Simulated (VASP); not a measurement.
A run of VASP 6.6.1 is set up as follows.

POSCAR

```
HfO2
1.0
    3.5580193300      0.0000000000      0.0000000000
    0.0000000000      3.5580193300      0.0000000000
    0.0000000000      0.0000000000      5.1718612100
Hf O
2 4
Direct
    0.0000000000      0.0000000000      0.0000000000
    0.5000000000      0.5000000000      0.5000000000
    0.0000000000      0.5000000000      0.1972078800
    0.5000000000      0.0000000000      0.3027921200
    0.5000000000      0.0000000000      0.8027921200
    0.0000000000      0.5000000000      0.6972078800
```

INCAR.step1

```
PREC = Accurate ; ENCUT = 520
ISMEAR = -1 ; SIGMA = 0.05
LREAL = F ; LASPH = T
NELM = 80 ; NBANDS = 31
GGA = PE ; ALGO = Normal
EDIFF = 1E-4 ; LWAVE = T
LCHARG = F
```

File INCAR.step2:

```
PREC = Accurate ; ENCUT = 520
EDIFF = 1E-7 ; ISMEAR = -1
SIGMA = 0.05 ; LREAL = F
LASPH = T ; NELM = 80
ALGO = Normal ; ISIF = 2
LWAVE = F ; LCHARG = T
METAGGA = R2SCAN ; LMIXTAU = T
LELF = T ; LVHAR = T
NBANDS = 31 ; ISTART = 1
```

KPOINTS

```
regular mesh
0
Gamma
  8 8 5
```

Potentials or basis: VASP PAW PBE potentials, release 64 (Hf_pv, O).

Run with:

```console
$ cat potpaw_PBE.64/Hf_pv/POTCAR potpaw_PBE.64/O/POTCAR > POTCAR
$ cp INCAR.step1 INCAR
$ mpirun -np 1 vasp_std > vasp.out
$ cp INCAR.step2 INCAR
$ mpirun -np 1 vasp_std > vasp.out
```

Predict the band gap on the k mesh.

5.30 eV (least direct gap 5.37 eV).

Predict the pressure.

0.4 GPa.

Stress tensor (GPa, compression positive):
```
0.56 0.00 0.00
0.00 0.56 0.00
0.00 0.00 0.18
```

Caveat: the PAW data sets were made with another functional, which shifts forces and pressure a little; spin-orbit coupling is left out, which moves the levels of the heavy elements; an odd mesh through Γ misses points on the zone boundary, where band edges can lie.
